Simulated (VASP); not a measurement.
**Si2C: relaxation of cell and atoms with r2SCAN**

Si2C:

```
C Si
1.0
     3.20337    0.00000    0.00000
    -1.60168    2.77420    0.00000
     0.00000    0.00000    8.92942
C Si
2 4
Cartesian
  0.0000 0.0000 8.1179
  0.0000 0.0000 0.8115
  1.6017 0.9247 5.1201
  0.0000 1.8495 1.4619
  1.6017 0.9247 7.4675
  0.0000 1.8495 3.8094
```

| Item | Value |
| --- | --- |
| Program | VASP 6.6.1 |
| Task | relaxation of cell and atoms |
| Functional | r2SCAN |
| Potentials or basis | VASP PAW PBE potentials, release 64 (C, Si) |
| Cutoff | 600 eV |
| k mesh | 12 × 12 × 4 |
| Occupations | fermi-dirac, width 0.02 eV |
| Spin | no spin polarisation |
| Dipole correction | no |
| Further INCAR settings | ALGO = Normal; EDIFF = 1e-07; IBRION = 2; EDIFFG = -0.005; NSW = 80; ISIF = 3 |

| Quantity | Value |
| --- | --- |
| Relaxed volume | 13.14 Å³/atom |
| Relaxed cell | a = 3.210 Å, b = 3.210 Å, c = 8.835 Å, α = 90.00°, β = 90.00°, γ = 120.00° |
| Space group after relaxing (to 0.1 Å) | P-3m1 (No. 164) |
| Energy gained by relaxing | 2.4 meV/atom |
| Ionic steps | 15 |
| Pressure after relaxing | 0.0 GPa |
| Largest force after relaxing | 0.004 eV/Å |
| Band gap on the k mesh | zero (bands 12 and 13 overlap by 2.61 eV) |

Forces on the atoms (eV/Å):
```
C    0.000  0.000  0.004
C    0.000  0.000 -0.004
Si   0.000  0.000  0.001
Si   0.000  0.000  0.002
Si   0.000  0.000 -0.002
Si   0.000  0.000 -0.001
```

The path:
```csv
step,energy change (eV),largest force (eV/Å),pressure (GPa),volume (Å³)
1,0.0000,0.2384,-2.07,79.35
2,-0.0016,0.2390,2.42,77.41
3,-0.0097,0.1149,0.21,78.33
4,-0.0112,0.0746,0.13,78.36
5,-0.0113,0.0882,0.11,78.37
6,-0.0122,0.0671,0.10,78.48
7,-0.0137,0.0594,0.04,78.81
8,-0.0136,0.0475,0.06,78.75
9,-0.0137,0.0541,0.05,78.78
10,-0.0139,0.0632,0.00,78.90
11,-0.0140,0.0467,0.02,78.86
12,-0.0141,0.0205,-0.02,78.86
13,-0.0141,0.0161,-0.03,78.87
14,-0.0141,0.0161,-0.03,78.87
15,-0.0141,0.0044,0.02,78.85
```

Final structure:
```cif
data_structure
_symmetry_space_group_name_H-M 'P 1'
_symmetry_Int_Tables_number 1
_cell_length_a 3.2101
_cell_length_b 3.2101
_cell_length_c 8.8352
_cell_angle_alpha 90.000
_cell_angle_beta 90.000
_cell_angle_gamma 120.000
_cell_volume 78.85
loop_
_atom_site_label
_atom_site_type_symbol
_atom_site_fract_x
_atom_site_fract_y
_atom_site_fract_z
_atom_site_occupancy
C1 C 0.00000 0.00000 0.90745 1
C2 C 0.00000 0.00000 0.09255 1
Si1 Si 0.66667 0.33333 0.57093 1
Si2 Si 0.33333 0.66667 0.16482 1
Si3 Si 0.66667 0.33333 0.83518 1
Si4 Si 0.33333 0.66667 0.42907 1
```

Levels at points of the mesh, in eV from the Fermi level:
```csv
k point,band 10,band 11,band 12,band 13,band 14,band 15
"(0.00, 0.00, 0.00)",-1.44,0.93,1.51,1.74,1.74,4.16
"(0.50, 0.00, 0.00)",-4.31,-3.08,-1.15,-0.89,0.59,2.57
"(0.00, 0.00, 0.50)",-1.44,1.51,1.72,1.72,2.40,4.13
"(0.50, 0.00, 0.50)",-3.13,-3.10,-1.03,0.25,0.84,1.09
```

Run time: 28 min on 1 thread of Intel(R) Xeon(R) 6975P-C (Granite Rapids), with other jobs on the host, peak memory 0.3 GiB.

Caveat: the PAW data sets were made with another functional, which shifts forces and pressure a little.
